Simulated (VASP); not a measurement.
A run of VASP 6.6.1 is set up as follows.

File INCAR:

```
ALGO = Normal
EDIFF = 1E-6
ENCUT = 520
ISIF = 2
ISMEAR = 1
LASPH = T
LCHARG = F
LREAL = F
LWAVE = F
NBANDS = 14
NELM = 100
PREC = Accurate
SIGMA = 0.1
```

The input KPOINTS:

```
k-points
0
Gamma
  12 12 12
```

File POSCAR:

```
HfC
1.0
    0.0000000000      2.2594808289      2.2594808289
    2.2594808289      0.0000000000      2.2594808289
    2.2594808289      2.2594808289      0.0000000000
Hf C
1 1
Direct
    0.5000000000      0.5000000000      0.5000000000
    0.0000000000      0.0000000000      0.0000000000
```

Potentials or basis: VASP PAW LDA potentials, release 64 (Hf_pv, C).

Run with:

```console
$ cat potpaw_LDA.64/Hf_pv/POTCAR potpaw_LDA.64/C/POTCAR > POTCAR
$ mpirun -np 1 vasp_std > vasp.out
```

(1) What does it give for the band gap on the k mesh?

(2) Predict the pressure.

Results:

(1) zero (band 7 reaches 7.62 eV, above the bottom of band 8 at 6.13 eV).

(2) 11.0 GPa.

Caveat: spin-orbit coupling is left out, which moves the levels of the heavy elements.
